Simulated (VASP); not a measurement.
# Sb (P6_3/mmc) in VASP: notebook

Sb is run at these levels: PBE; tasks: single point.

Program: VASP 6.6.1. These are calculated values, not measurements. Logs are shortened: lines on timing, memory, paths and dates and some standing lists are left out, and cuts for length are marked.

## 1. The cell of the first run

The structure is hexagonal, space group P6_3/mmc (No. 194). The conventional cell has a = 3.204 Å, b = 3.204 Å, c = 10.867 Å, α = 90.00°, β = 90.00°, γ = 120.00°. Sb (site symmetry -3m) has 12 Sb at 3.20 to 3.29 Å within 4.2 Å. Within 4.2 Å of Sb (site symmetry -6m2) lie 12 Sb at 3.20 to 3.29 Å.

This isn't the form of Sb at room conditions, which is rhombohedral.

## 2. Single point, PBE (24.15 Å³/atom)

Input file INCAR:

```
ALGO = Normal ; EDIFF = 1E-7
ENCUT = 520 ; GGA = PE
ISIF = 2 ; ISMEAR = -1
LASPH = T ; LCHARG = F
LREAL = F ; LWAVE = F
NBANDS = 18 ; NELM = 80
PREC = Accurate ; SIGMA = 0.1
```

Input file KPOINTS:

```
k-points
0
Gamma
  14 14 4
```

Input file POSCAR:

```
Sb
1.0
    3.2036350378      0.0000000000      0.0000000000
   -1.6018175189      2.7744293272      0.0000000000
    0.0000000000      0.0000000000     10.8666558856
Sb
4
Direct
    1.0000000000      1.0000000000      1.0000000000
    1.0000000000      1.0000000000      0.5000000000
    0.3333333333      0.6666666667      0.2500000000
    0.6666666667      0.3333333333      0.7500000000
```

Potentials or basis: VASP PAW PBE potentials, release 64 (Sb).

On the command line:

```
cat potpaw_PBE.64/Sb/POTCAR > POTCAR
mpirun -np 1 vasp_std > vasp.out
```

OUTCAR:

```text
EDIFF = 1E-7
   ENCUT = 520
   GGA = PE
   ISIF = 2
   ISMEAR = -1
   LASPH = T
   LREAL = F
   NELM = 80
   PREC = Accurate

 ion  position               nearest neighbor table
   1  0.000  0.000  0.000-   3 3.29   4 3.29   4 3.29   3 3.29   4 3.29   3 3.29
   2  0.000  0.000  0.500-   3 3.29   4 3.29   4 3.29   3 3.29   4 3.29   3 3.29
   3  0.333  0.667  0.250-   1 3.29   2 3.29   1 3.29   2 3.29   1 3.29   2 3.29
   4  0.667  0.333  0.750-   1 3.29   2 3.29   1 3.29   2 3.29   1 3.29   2 3.29

  LATTYP: Found a hexagonal cell.
 ALAT       =     3.2036350378
 C/A-ratio  =     3.3919768505

  Lattice vectors:

 A1 = (   3.2036350378,   0.0000000000,   0.0000000000)
 A2 = (  -1.6018175189,   2.7744293272,   0.0000000000)
 A3 = (   0.0000000000,   0.0000000000,  10.8666558856)

Analysis of symmetry for initial positions (statically):
=====================================================================
 Subroutine PRICEL returns:
 Original cell was already a primitive cell.

 Routine SETGRP: Setting up the symmetry group for a
 hexagonal supercell.

 Subroutine GETGRP returns: Found 24 space group operations
 (whereof 12 operations were pure point group operations)
 out of a pool of 24 trial point group operations.

The static configuration has the point symmetry D_3d.
 The point group associated with its full space group is D_6h.

Analysis of symmetry for dynamics (positions and initial velocities):
=====================================================================
 Subroutine PRICEL returns:
 Original cell was already a primitive cell.

 Routine SETGRP: Setting up the symmetry group for a
 hexagonal supercell.

 Subroutine GETGRP returns: Found 24 space group operations
 (whereof 12 operations were pure point group operations)
 out of a pool of 24 trial point group operations.

The dynamic configuration has the point symmetry D_3d.
 The point group associated with its full space group is D_6h.

 Subroutine INISYM returns: Found 24 space group operations
 (whereof 12 operations are pure point group operations),
 and found     1 'primitive' translations

----------------------------------------------------------------------------------------

                                     Primitive cell

  volume of cell :      96.5857

  direct lattice vectors                    reciprocal lattice vectors
     3.203635038  0.000000000  0.000000000     0.312145419  0.180217241  0.000000000
    -1.601817519  2.774429327  0.000000000     0.000000000  0.360434483  0.000000000
     0.000000000  0.000000000 10.866655886     0.000000000  0.000000000  0.092024631

  length of vectors
     3.203635038  3.203635038 10.866655886     0.360434483  0.360434483  0.092024631

  position of ions in fractional coordinates (direct lattice)
     0.000000000  0.000000000  0.000000000
     0.000000000  0.000000000  0.500000000
     0.333333333  0.666666667  0.250000000
     0.666666667  0.333333333  0.750000000

  ion indices of the primitive-cell ions
   primitive index   ion index
                 1           1
                 2           2
                 3           3
                 4           4

----------------------------------------------------------------------------------------

 KPOINTS: k-points

Automatic generation of k-mesh.
 Grid dimensions read from file:
 generate k-points for:   14   14    4

 Generating k-lattice:

  Cartesian coordinates                     Fractional coordinates (reciprocal lattice)
     0.022296101  0.012872660  0.000000000     0.071428571 -0.000000000  0.000000000
     0.000000000  0.025745320  0.000000000     0.000000000  0.071428571  0.000000000
     0.000000000  0.000000000  0.023006158     0.000000000  0.000000000  0.250000000

  Length of vectors
     0.025745320  0.025745320  0.023006158

  Shift w.r.t. Gamma in fractional coordinates (k-lattice)
     0.000000000  0.000000000  0.000000000

 Subroutine IBZKPT returns following result:
 ===========================================

 Found     72 irreducible k-points:

 Following reciprocal coordinates:
            Coordinates               Weight
  0.000000  0.000000  0.000000      1.000000
  0.071429  0.000000  0.000000      6.000000
  0.142857  0.000000  0.000000      6.000000
  0.214286  0.000000  0.000000      6.000000
  0.285714  0.000000  0.000000      6.000000
  0.357143  0.000000  0.000000      6.000000
[... 16 lines left out ...]
  0.285714  0.285714  0.000000      6.000000
  0.357143  0.285714  0.000000      6.000000
 [... further k-points ...]
   k-points           NKPTS =     72   k-points in BZ     NKDIM =     72   number of bands    NBANDS=     18
   number of dos      NEDOS =    301   number of ions     NIONS =      4
   total plane-waves  NPLWV =  48384
   dimension x,y,z NGX =    24 NGY =   24 NGZ =   84
   dimension x,y,z NGXF=    48 NGYF=   48 NGZF=  168
   ions per type =               4
   NGX,Y,Z   is equivalent  to a cutoff of  12.45, 12.45, 12.85 a.u.
   NGXF,Y,Z  is equivalent  to a cutoff of  24.91, 24.91, 25.70 a.u.
 SYSTEM =  unknown system
   PREC   = accura    normal or accurate (medium, high low for compatibility)
   ISTART =      0    job   : 0-new  1-cont  2-samecut
   ICHARG =      2    charge: 1-file 2-atom 10-const
   ISPIN  =      1    spin polarized calculation?
   LNONCOLLINEAR =      F non collinear calculations
   LSORBIT =      F    spin-orbit coupling
   LASPH  =      T    aspherical Exc in radial PAW
   ENCUT  =  520.0 eV  38.22 Ry    6.18 a.u.   5.96  5.96 20.20*2*pi/ulx,y,z
   NELM   =     80;   NELMIN=  2; NELMDL= -5     # of ELM steps
   EDIFF  = 0.1E-06   stopping-criterion for ELM
   LREAL  =      F    real-space projection
   EDIFFG = 0.1E-05   stopping-criterion for IOM
   NSW    =      0    number of steps for IOM
   IBRION =     -1    ionic relax: 0-MD 1-quasi-New 2-CG
   NFREE  =      0    steps in history (QN), initial steepest desc. (CG)
   ISIF   =      2    stress and relaxation
   ISYM   =      2    0-nonsym 1-usesym 2-fastsym
   POTIM  = 0.5000    time-step for ionic-motion
   TEBEG  =    0.0;   TEEND  =   0.0 temperature during run
   PSTRESS=    0.0 pullay stress
   NELECT =      20.0000    total number of electrons
   NUPDOWN=      -1.0000    fix difference up-down
   EMIN   =  10.00;   EMAX   =-10.00  energy-range for DOS
   EFERMI =   0.00;   METHOD = LEGACY
   ISMEAR =    -1;   SIGMA  =   0.10  broadening in eV -4-tet -1-fermi 0-gaus
   EFERMI_NEDOS =   21; number of points for ismear=-14 and -15
   IALGO  =     38    algorithm
   IMIX   =      4    mixing-type and parameters
     AMIX     =   0.40;   BMIX     =  1.00
     AMIX_MAG =   1.60;   BMIX_MAG =  1.00
  volume/ion in A,a.u.               =      24.15       162.95
  Fermi-wavevector in a.u.,A,eV,Ry     =   0.968532  1.830260 12.763002  0.938054
  Thomas-Fermi vector in A             =   2.098509
   LORBIT       =      0    0 simple, 1 ext, 2 COOP (PROOUT), +10 PAW based schemes
   GGA     = PE    functional components
   LHFCALC =     F    Hartree Fock is set to
   AEXX    =    0.0000 exact exchange contribution
   IVDW    =     0    specifies the selected vdW correction
   LEPSILON=     F    determine dielectric tensor
   LRPA    =     F    only Hartree local field effects (RPA)
 non-spin polarized calculation
  energy-cutoff  :      520.00
  volume of cell :       96.59
 maximum number of plane-waves:      2634
 NGX is ok and might be reduce to    24
   NGX = 11   NGY = 11   NGZ = 41

 number of electron      19.9999996 magnetization

 Free energy of the ion-electron system (eV)
  ---------------------------------------------------
  ext. energy  EPLUGINS =         0.00000000
  ---------------------------------------------------
  free energy    TOTEN  =       -15.08778450 eV

  energy without entropy =      -15.01720354  energy(sigma->0) =      -15.05249402

 E-fermi :  10.0726     XC(G=0): -10.7146

 val. band max:       10.0605502526   @ k =   0.2857   0.1429   0.2500
 cond. band min:      10.1130740189   @ k =   0.4286   0.0714   0.2500
 fundamental gap:      0.0525237662
 Fermi energy:        10.0726142481

 k-point     1 :       0.0000    0.0000    0.0000
  band No.  band energies     occupation
      1      -3.8170      2.00000
      2      -2.5514      2.00000
      3      -2.5309      2.00000
      4       0.1724      2.00000
      5       3.4077      2.00000
      6       8.7277      2.00000
[... 10 lines left out ...]
     17      18.8636      0.00000
     18      19.0609      0.00000

 k-point     2 :       0.0714    0.0000    0.0000
  band No.  band energies     occupation
      1      -3.7145      2.00000
      2      -2.4496      2.00000
      3      -2.4291      2.00000
      4       0.2673      2.00000
      5       3.5141      2.00000
      6       8.8111      1.99999
[... 10 lines left out ...]
     17      18.4442      0.00000
     18      18.8297      0.00000

 k-point     3 :       0.1429    0.0000    0.0000
  band No.  band energies     occupation
      1      -3.4073      2.00000
      2      -2.1449      2.00000
      3      -2.1244      2.00000
      4       0.5502      2.00000
      5       3.8312      2.00000
      6       9.0403      1.99993
[... 10 lines left out ...]
     17      17.2835      0.00000
     18      17.9387      0.00000

 k-point     4 :       0.2143    0.0000    0.0000
  band No.  band energies     occupation
      1      -2.8970      2.00000
      2      -1.6397      2.00000
      3      -1.6197      2.00000
      4       1.0125      2.00000
      5       4.3518      2.00000
      6       9.1072      1.99987
[... 375 lines left out ...]
      4       2.5329      2.00000
      5       4.5862      2.00000
      6       4.8782      2.00000
[... 10 lines left out ...]
     17      15.4811      0.00000
     18      16.3769      0.00000

 k-point    23 :       0.2857    0.2857    0.0000
  band No.  band energies     occupation
      1       0.8398      2.00000
      2       1.7761      2.00000
      3       1.8210      2.00000
      4       2.6800      2.00000
      5       5.1450      2.00000
      6       5.5040      2.00000
[... 10 lines left out ...]
     17      15.2539      0.00000
     18      16.8935      0.00000

 k-point    24 :       0.3571    0.2857    0.0000
  band No.  band energies     occupation
      1       1.6343      2.00000
      2       1.9580      2.00000
      3       2.2345      2.00000
      4       2.3710      2.00000
      5       4.9778      2.00000
      6       5.2524      2.00000
[... 10 lines left out ...]
     17      15.8011      0.00000
     18      16.2084      0.00000

 [... further k-points ...]

------------------------ aborting loop because EDIFF is reached ----------------------------------------

  FORCE on cell =-STRESS in cart. coord.  units (eV):
  Direction    XX          YY          ZZ          XY          YZ          ZX
  --------------------------------------------------------------------------------------
  -------------------------------------------------------------------------------------
  Total        6.3491178      6.3491178      5.6222829     -0.0000000      0.0000000      0.0000000
  in kB      105.3201210    105.3201210     93.2632753     -0.0000000      0.0000000      0.0000000
  external PRESSURE =     101.3011724 kB  Pullay stress =       0.0000000 kB

 VOLUME and BASIS-vectors are now :
 -----------------------------------------------------------------------------
  energy-cutoff  :      520.00
  volume of cell :       96.59
      direct lattice vectors                 reciprocal lattice vectors
     3.203635038  0.000000000  0.000000000     0.312145419  0.180217241  0.000000000
    -1.601817519  2.774429327  0.000000000     0.000000000  0.360434483  0.000000000
     0.000000000  0.000000000 10.866655886     0.000000000  0.000000000  0.092024631

 POSITION                                       TOTAL-FORCE (eV/Angst)
 -----------------------------------------------------------------------------------
      0.00000      0.00000      0.00000         0.000000      0.000000      0.000000
      0.00000      0.00000      5.43333         0.000000      0.000000      0.000000
     -0.00000      1.84962      2.71666         0.000000      0.000000     -0.000000
      1.60182      0.92481      8.14999        -0.000000     -0.000000      0.000000
 -----------------------------------------------------------------------------------
    total drift:                               -0.000000      0.000000     -0.000000

  FREE ENERGIE OF THE ION-ELECTRON SYSTEM (eV)
  ---------------------------------------------------
  free  energy   TOTEN  =       -15.0877844964 eV

  energy  without entropy=      -15.0172035350  energy(sigma->0) =      -15.05249402
```

It took 2.2 min on 1 thread of Intel Xeon 8259CL, shared host; peak memory 0.26 GiB.

Results:

- Free energy: -15.0878 eV
- Pressure: 10.1 GPa
- Band gap on the k mesh: zero (bands 10 and 11 overlap by 7.97 eV)

Caveat: the cell stands under pressure; spin-orbit coupling is left out, which moves the levels of the heavy elements.

## 3. Single point, PBE (25.24 Å³/atom)

This run uses another cell than the first one, of 25.24 Å³/atom.

Input file INCAR:

```
PREC     = Accurate       # precision mode
ENCUT    = 520            # plane-wave cutoff, eV
EDIFF    = 1E-7           # SCF threshold, eV
ISMEAR   = -1             # smearing method
SIGMA    = 0.1            # smearing width, eV
LREAL    = F              # projectors in reciprocal space
LASPH    = T              # aspherical terms in the spheres
NELM     = 80             # most SCF steps
ALGO     = Normal         # electronic algorithm
ISIF     = 2              # what is computed and relaxed
LWAVE    = F              # write WAVECAR
LCHARG   = F              # write CHGCAR
GGA      = PE             # functional
NBANDS   = 18             # bands
```

Input file KPOINTS:

```
regular mesh
0
Gamma
  14 14 4
```

Input file POSCAR:

```
Sb
1.0
    3.2514575366      0.0000000000      0.0000000000
   -1.6257287683      2.8158448261      0.0000000000
    0.0000000000      0.0000000000     11.0288686944
Sb
4
Direct
    1.0000000000      1.0000000000      1.0000000000
    1.0000000000      1.0000000000      0.5000000000
    0.3333333333      0.6666666667      0.2500000000
    0.6666666667      0.3333333333      0.7500000000
```

Potentials or basis: VASP PAW PBE potentials, release 64 (Sb).

On the command line:

```
cat potpaw_PBE.64/Sb/POTCAR > POTCAR
mpirun -np 1 vasp_std > vasp.out
```

Run time: 2.4 min. Hardware: 1 thread of Intel Xeon 8259CL, shared host; peak memory 0.26 GiB.

Results (log left out):

```yaml
Free_energy: -15.3052 eV
Pressure: 5.9 GPa
Band_gap_on_the_k_mesh: zero (bands 10 and 11 overlap by 7.55 eV)
```

Stress tensor (GPa, compression positive):
```
6.18 0.00 0.00
0.00 6.18 0.00
0.00 0.00 5.35
```

Levels at points of the mesh, in eV from the Fermi level:
| k point | band 8 | band 9 | band 10 | band 11 | band 12 | band 13 |
| --- | --- | --- | --- | --- | --- | --- |
| (0.00, 0.00, 0.00) | 4.32 | 4.32 | 5.03 | 5.03 | 5.09 | 5.09 |
| (0.50, 0.00, 0.00) | -3.86 | -1.98 | -1.12 | 0.66 | 1.69 | 1.87 |
| (0.00, 0.00, 0.50) | 2.49 | 4.53 | 4.53 | 4.53 | 4.53 | 5.68 |
| (0.50, 0.00, 0.50) | -4.83 | -0.58 | -0.58 | 0.98 | 0.98 | 0.99 |

Caveat: the cell stands under pressure; spin-orbit coupling is left out, which moves the levels of the heavy elements.

## 4. Single point, PBE (26.34 Å³/atom)

This run uses another cell than the first one, of 26.34 Å³/atom.

Input file INCAR:

```
PREC = Accurate ; ENCUT = 520
EDIFF = 1E-6 ; ISMEAR = -1
SIGMA = 0.1 ; LREAL = False
LASPH = True ; NELM = 100
ALGO = Normal ; ISIF = 2
LWAVE = False ; LCHARG = False
GGA = PE ; NBANDS = 18
```

Input file KPOINTS:

```
Automatic mesh
0
Gamma
  14 14 4
```

Input file POSCAR:

```
Sb
1.0
    3.2979132064      0.0000000000      0.0000000000
   -1.6489566032      2.8560766162      0.0000000000
    0.0000000000      0.0000000000     11.1864452509
Sb
4
Direct
    1.0000000000      1.0000000000      1.0000000000
    1.0000000000      1.0000000000      0.5000000000
    0.3333333333      0.6666666667      0.2500000000
    0.6666666667      0.3333333333      0.7500000000
```

On the command line:

```
cat potpaw_PBE.64/Sb/POTCAR > POTCAR
mpirun -np 1 vasp_std > vasp.out
```

It took 3.2 min on 1 thread of Intel Xeon 8259CL, shared host; peak memory 0.3 GiB.

It converged, with:

```
Free energy            : -15.4191 eV
Pressure               : 2.5 GPa
Band gap on the k mesh : zero (bands 10 and 11 overlap by 7.16 eV)
```

Stress tensor (GPa, compression positive):
```
2.72 0.00 0.00
0.00 2.72 0.00
0.00 0.00 2.20
```

Levels at points of the mesh, in eV from the Fermi level:
```tsv
k point	band 7	band 8	band 9	band 10	band 11	band 12	band 13	band 14
(0.00, 0.00, 0.00)	-1.29	4.10	4.10	4.76	4.76	4.81	4.81	4.89
(0.50, 0.00, 0.00)	-4.15	-3.74	-1.86	-1.04	0.64	1.58	1.79	1.81
(0.00, 0.00, 0.50)	2.36	2.36	4.29	4.29	4.29	4.29	5.37	5.37
(0.50, 0.00, 0.50)	-4.63	-4.63	-0.56	-0.56	0.95	0.95	0.97	0.97
```

Caveat: spin-orbit coupling is left out, which moves the levels of the heavy elements.

[end of part 1 of 2]

The gap in the log of VASP goes by the Fermi energy; the results here count the filled bands.